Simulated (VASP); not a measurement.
# KCl: relaxation of cell and atoms with LDA

Crystal: KCl.

```xyz
2
Lattice="0.0000 3.5337 3.5337 3.5337 0.0000 3.5337 3.5337 3.5337 0.0000" Properties=species:S:1:pos:R:3 pbc="T T T"
K     0.0000    0.0000    0.0000
Cl    1.7669    1.7669    1.7669
```

* Program: VASP 6.6.1
* Task: relaxation of cell and atoms
* Functional: LDA
* Potentials or basis: VASP PAW LDA potentials, release 64 (K_sv, Cl)
* Cutoff: 600 eV
* k mesh: 6 × 6 × 6
* Occupations: fermi-dirac, width 0.02 eV
* Spin: no spin polarisation
* Dipole correction: no
* Further INCAR settings: ALGO = Normal; EDIFF = 1e-06; IBRION = 2; EDIFFG = -0.005; NSW = 80; ISIF = 3

The relaxed volume is 39.14 Å³/atom. The relaxed cell is a = 4.802 Å, b = 4.802 Å, c = 4.802 Å, α = 60.00°, β = 60.00°, γ = 60.00°, the space group after relaxing (to 0.1 Å) is F-43m (No. 216) and the energy gained by relaxing is 23.4 meV/atom. The ionic steps are 4 and the pressure after relaxing is 0.0 GPa. The band gap on the k mesh is 4.62 eV (least direct gap 4.71 eV).

The path:
| step | energy change (eV) | largest force (eV/Å) | pressure (GPa) | volume (Å³) |
| --- | --- | --- | --- | --- |
| 1 | 0.0000 | 0.0000 | -1.35 | 88.25 |
| 2 | -0.0323 | 0.0000 | -0.84 | 83.58 |
| 3 | -0.0466 | 0.0000 | -0.12 | 78.99 |
| 4 | -0.0468 | 0.0000 | 0.00 | 78.29 |

Final structure:
```cif
data_structure
_symmetry_space_group_name_H-M 'P 1'
_symmetry_Int_Tables_number 1
_cell_length_a 4.8018
_cell_length_b 4.8018
_cell_length_c 4.8018
_cell_angle_alpha 60.000
_cell_angle_beta 60.000
_cell_angle_gamma 60.000
_cell_volume 78.29
loop_
_atom_site_label
_atom_site_type_symbol
_atom_site_fract_x
_atom_site_fract_y
_atom_site_fract_z
_atom_site_occupancy
K1 K 0.00000 0.00000 0.00000 1
Cl1 Cl 0.25000 0.25000 0.25000 1
```

Levels at points of the mesh, in eV from the valence-band top:
```tsv
k point	band 6	band 7	band 8	band 9	band 10	band 11
(0.00, 0.00, 0.00)	-0.08	-0.08	-0.08	4.62	9.31	9.31
(0.50, 0.00, 0.00)	-0.43	-0.03	-0.03	7.21	7.45	8.89
(0.50, 0.50, 0.00)	-0.53	0.00	0.00	6.47	7.55	10.25
```

Wall time 25 s on 1 thread of Intel(R) Xeon(R) 6975P-C (Granite Rapids) (shared host), peak memory 0.21 GiB.

Caveat: the structure was generated, so it needn't be the stable form of KCl. A k mesh can miss the band edges.
